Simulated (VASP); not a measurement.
**Ti: single point with PBEsol**

Crystal: Ti.

```
Ti
1.0
    -1.57509    1.57509    1.57509
     1.57509   -1.57509    1.57509
     1.57509    1.57509   -1.57509
Ti
1
Cartesian
  0.0000 0.0000 0.0000
```

This isn't the form of Ti at room conditions, which is hcp.

| Property | Result |
| --- | --- |
| Program | VASP 6.6.1 |
| Task | single point |
| Functional | PBEsol |
| Potentials or basis | VASP PAW PBE potentials, release 64 (Ti_sv) |
| Cutoff | 520 eV |
| k mesh | 14 × 14 × 14 |
| Occupations | fermi-dirac, width 0.15 eV |
| Spin | no spin polarisation |
| Dipole correction | no |
| Further INCAR settings | ALGO = Normal; EDIFF = 1e-06; NBANDS = 12 |

- Pressure: 7.6 GPa
- Band gap on the k mesh: zero (bands 6 and 7 overlap by 1.81 eV)

Levels at points of the mesh, in eV from the Fermi level:
| k point | band 3 | band 4 | band 5 | band 6 | band 7 | band 8 | band 9 | band 10 |
| --- | --- | --- | --- | --- | --- | --- | --- | --- |
| (0.00, 0.00, 0.00) | -31.90 | -31.90 | -6.16 | 1.08 | 1.08 | 1.08 | 3.09 | 3.09 |
| (0.50, 0.00, 0.00) | -32.19 | -31.91 | -2.73 | -0.52 | 1.52 | 3.11 | 3.51 | 4.90 |
| (0.50, 0.50, 0.50) | -32.54 | -32.54 | -2.48 | -2.48 | 4.48 | 4.48 | 4.48 | 9.26 |

Run time: 6 s on 1 thread of Intel(R) Xeon(R) 6975P-C (Granite Rapids), with other jobs on the host, peak memory 0.13 GiB.

Caveat: the cell stands under pressure; the PAW data sets were made with another functional, which shifts forces and pressure a little.
